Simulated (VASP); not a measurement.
**CuI: single point with r2SCAN**

The system is CuI.

```xyz
4
Lattice="3.5037 -3.5932 0.0000 3.5037 3.5932 0.0000 0.0000 0.0000 4.3220" Properties=species:S:1:pos:R:3 pbc="T T T"
Cu    3.5037    0.5979    3.2415
Cu    3.5037   -0.5979    1.0805
I     3.5037   -1.9974    3.2415
I     3.5037    1.9974    1.0805
```

| Quantity | Value |
| --- | --- |
| Program | VASP 6.6.1 |
| Task | single point |
| Functional | r2SCAN |
| Potentials or basis | VASP PAW PBE potentials, release 64 (Cu, I) |
| Cutoff | 520 eV |
| k mesh | 6 × 6 × 6 |
| Occupations | gaussian, width 0.01 eV |
| Spin | no spin polarisation |

```yaml
Pressure: 1.0 GPa
Largest_force: 0.036 eV/Å
Band_gap_on_the_k_mesh: 1.36 eV, direct
```

Forces in eV/Å, atoms in the order of the input:
```
Cu   0.000  0.036  0.000
Cu   0.000 -0.036  0.000
I    0.000  0.012  0.000
I    0.000 -0.012  0.000
```

Levels at points of the mesh, in eV from the valence-band top:
```tsv
k point	band 15	band 16	band 17	band 18	band 19	band 20	band 21	band 22
(0.00, 0.00, 0.00)	-1.87	-1.59	-0.97	0.00	1.36	1.79	2.47	5.02
(0.50, 0.00, 0.00)	-1.89	-1.42	-1.39	-0.54	2.93	3.43	3.98	4.08
(0.50, 0.50, 0.00)	-1.88	-1.20	-0.78	-0.29	1.84	3.10	4.19	5.36
(0.00, 0.00, 0.50)	-1.90	-1.90	-1.77	-1.77	4.08	4.08	4.13	4.13
(0.50, 0.00, 0.50)	-1.92	-1.92	-1.36	-1.36	2.36	2.36	3.77	3.77
(0.50, 0.50, 0.50)	-1.88	-1.88	-1.74	-1.74	4.46	4.46	5.39	5.39
```

It took 3.3 min on 1 thread of Intel(R) Xeon(R) 6975P-C (Granite Rapids), on a shared host, peak memory 0.31 GiB.

Caveat: the PAW data sets were made with another functional, which shifts forces and pressure a little; spin-orbit coupling is left out, which moves the levels of the heavy elements. A k mesh can miss the band edges.
